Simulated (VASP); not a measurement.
Here is a VASP 6.6.1 calculation.

The input INCAR:

```
SYSTEM = OsPb2Cl4O2
PREC     = Accurate       ! precision mode
ENCUT    = 520            ! plane-wave cutoff, eV
EDIFF    = 1E-6           ! SCF threshold, eV
ISMEAR   = -1             ! smearing method
SIGMA    = 0.0699         ! smearing width, eV
LREAL    = .False.        ! projectors in reciprocal space
LASPH    = .True.         ! aspherical terms in the spheres
NELM     = 60             ! most SCF steps
ALGO     = Normal         ! electronic algorithm
ISIF     = 2              ! what is computed and relaxed
LWAVE    = .False.        ! write WAVECAR
LCHARG   = .True.         ! write CHGCAR
GGA      = PS             ! functional
LELF     = .True.         ! ELF
LVHAR    = .True.       
NBANDS   = 48             ! bands
```

File KPOINTS:

```
Automatic mesh
0
Gamma
  4 4 4
  0 0 0
```

POSCAR

```
OsPb2Cl4O2
1.0
   -3.4545770000      3.4545770000      4.3243980000
    3.4545770000     -3.4545770000      4.3243980000
    3.4545770000      3.4545770000     -4.3243980000
Os O Pb Cl
1 2 2 4
Direct
    0.0000000000      0.0000000000      0.0000000000
    0.2120000000      0.2120000000      0.0000000000
    0.7880000000      0.7880000000      0.0000000000
    0.7500000000      0.2500000000      0.5000000000
    0.2500000000      0.7500000000      0.5000000000
    0.2300000000      0.2300000000      0.4600000000
    0.2300000000      0.7700000000      0.0000000000
    0.7700000000      0.7700000000      0.5400000000
    0.7700000000      0.2300000000      0.0000000000
```

Potentials or basis: VASP PAW PBE potentials, release 64 (Os, O, Pb_d, Cl).

Command:

```bash
$ cat potpaw_PBE.64/Os/POTCAR potpaw_PBE.64/O/POTCAR potpaw_PBE.64/Pb_d/POTCAR potpaw_PBE.64/Cl/POTCAR > POTCAR
$ mpirun -np 1 vasp_std > vasp.out
```

Question: Estimate the band gap on the k mesh.

Answer: Zero (band 38 reaches 4.96 eV, above the bottom of band 39 at 4.38 eV).

Question: Predict the largest force.

Answer: 1.921 eV/Å.

Question: Estimate the pressure.

Answer: 1.1 GPa.

Forces in eV/Å, atoms in the order of the input:
```
Os   0.000  0.000  0.000
O    0.000  0.000  0.667
O    0.000  0.000 -0.667
Pb   0.000  0.000  0.000
Pb   0.000  0.000  0.000
Cl   1.359  1.359  0.000
Cl  -1.359  1.359  0.000
Cl  -1.359 -1.359  0.000
Cl   1.359 -1.359  0.000
```

Caveat: the PAW data sets were made with another functional, which shifts forces and pressure a little; spin-orbit coupling is left out, which moves the levels of the heavy elements.
